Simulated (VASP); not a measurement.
Input of a VASP 6.6.1 run:

The input INCAR:

```
PREC     = Accurate       # precision mode
ENCUT    = 520            # plane-wave cutoff, eV
EDIFF    = 1E-6           # SCF threshold, eV
ISMEAR   = 0              # smearing method
SIGMA    = 0.05           # smearing width, eV
LREAL    = Auto         
LASPH    = True           # aspherical terms in the spheres
NELM     = 80             # most SCF steps
ALGO     = Normal         # electronic algorithm
ISIF     = 2              # what is computed and relaxed
LWAVE    = False          # write WAVECAR
LCHARG   = False          # write CHGCAR
GGA      = PE             # functional
IVDW     = 12             # dispersion correction
NBANDS   = 57             # bands
```

Contents of KPOINTS:

```
Automatic mesh
0
Gamma
  2 2 1
```

File POSCAR:

```
H3C18N
1.0
    7.3980000000      0.0000000000      0.0000000000
   -3.6990000000      6.4068560000      0.0000000000
    0.0000000000      0.0000000000     12.0000000000
C N H
18 1 3
Direct
    0.0007114762     -0.0067871043      0.0580212500
    0.2240860871      0.1049421120      0.0580825833
    0.0004767756      0.3285247866      0.0576117500
    0.2243372983      0.4404250696      0.0580211667
    0.0026215689      0.6620649816      0.0575085833
    0.2221295632      0.7717849441      0.0579317500
    0.3338338622     -0.0048521459      0.0581135833
    0.5576741578      0.1070952742      0.0579206667
    0.3360405210      0.3287398687      0.0580410000
    0.5555713299      0.4385633140      0.0577716667
    0.3340866877      0.6599662924      0.0581012500
    0.5574523087      0.7715804757      0.0581385000
    0.6693391970     -0.0046252015      0.0580562500
    0.8888375127      0.1051278505      0.0579447500
    0.6674544355      0.3266688060      0.0573962500
    0.8907807929      0.4383496367      0.0571179167
    0.6672495903      0.6618492752      0.0579100000
    0.8909482426      0.7736869691      0.0578056667
    0.8341904932      0.4192241873      0.3333315833
    0.8303393388      0.3777562661      0.4149191667
    0.7050902330      0.2992431857      0.2967022500
    0.9590516430      0.4167710340      0.2985519167
```

Potentials or basis: VASP PAW PBE potentials, release 64 (C, N, H).

The run is started by

```console
$ cat potpaw_PBE.64/C/POTCAR potpaw_PBE.64/N/POTCAR potpaw_PBE.64/H/POTCAR > POTCAR
$ mpirun -np 1 vasp_std > vasp.out
```

(1) Estimate the band gap on the k mesh.

(2) What does it give for the dispersion energy per atom?

Results:

(1) 0.22 eV, direct.

(2) -0.080 eV.

Caveat: the k points lie up to 0.49 Å⁻¹ apart.
